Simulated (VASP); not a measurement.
Set up this calculation in VASP 6.6.1, as the native input.

```yaml
Task: single point
Functional: r2SCAN
Potentials_or_basis: VASP PAW PBE potentials, release 64 (Ba_sv)
Cutoff: 520 eV
k_mesh: 8 × 8 × 8
Occupations: fermi-dirac, width 0.05 eV
Spin: no spin polarisation
Dipole_correction: no
Further_INCAR_settings: ALGO = Normal; EDIFF = 1e-07; NBANDS = 11
```

Crystal: Ba.

```xyz
1
Lattice="-1.8232 1.8232 1.8232 1.8232 -1.8232 1.8232 1.8232 1.8232 -1.8232" Properties=species:S:1:pos:R:3 pbc="T T T"
Ba    0.0000    0.0000    0.0000
```

These files were run (other wordings do the same):

POSCAR

```
Ba
1.0
   -1.8231507022      1.8231507022      1.8231507022
    1.8231507022     -1.8231507022      1.8231507022
    1.8231507022      1.8231507022     -1.8231507022
Ba
1
Direct
    0.0000000000      0.0000000000      0.0000000000
```

INCAR.step1

```
ALGO     = Normal         # electronic algorithm
EDIFF    = 1E-4           # SCF threshold, eV
ENCUT    = 520            # plane-wave cutoff, eV
GGA      = PE             # functional
ISMEAR   = -1             # smearing method
LASPH    = True           # aspherical terms in the spheres
LCHARG   = False          # write CHGCAR
LREAL    = False          # projectors in reciprocal space
LWAVE    = True           # write WAVECAR
NBANDS   = 11             # bands
NELM     = 60             # most SCF steps
PREC     = Accurate       # precision mode
SIGMA    = 0.05           # smearing width, eV
```

INCAR.step2

```
ALGO     = Normal         # electronic algorithm
EDIFF    = 1E-7           # SCF threshold, eV
ENCUT    = 520            # plane-wave cutoff, eV
ISIF     = 2              # what is computed and relaxed
ISMEAR   = -1             # smearing method
ISTART   = 1            
LASPH    = True           # aspherical terms in the spheres
LCHARG   = False          # write CHGCAR
LMIXTAU  = True         
LREAL    = False          # projectors in reciprocal space
LWAVE    = False          # write WAVECAR
METAGGA  = R2SCAN         # meta-GGA
NBANDS   = 11             # bands
NELM     = 60             # most SCF steps
PREC     = Accurate       # precision mode
SIGMA    = 0.05           # smearing width, eV
```

KPOINTS

```
k-points
0
Gamma
  8 8 8
```

Potentials or basis: VASP PAW PBE potentials, release 64 (Ba_sv).

Run with:

```console
$ cat potpaw_PBE.64/Ba_sv/POTCAR > POTCAR
$ cp INCAR.step1 INCAR
$ mpirun -np 1 vasp_std > vasp.out
$ cp INCAR.step2 INCAR
$ mpirun -np 1 vasp_std > vasp.out
```

It gave:

```
Pressure               : 36.6 GPa
Band gap on the k mesh : zero (band 5 reaches 10.24 eV, above the bottom of band 6 at 3.23 eV)
```

Caveat: the PAW data sets were made with another functional, which shifts forces and pressure a little; spin-orbit coupling is left out, which moves the levels of the heavy elements.

Wall time 16 s on 1 thread of Intel(R) Xeon(R) Platinum 8488C (Sapphire Rapids), with other jobs on the host, peak memory 0.14 GiB.
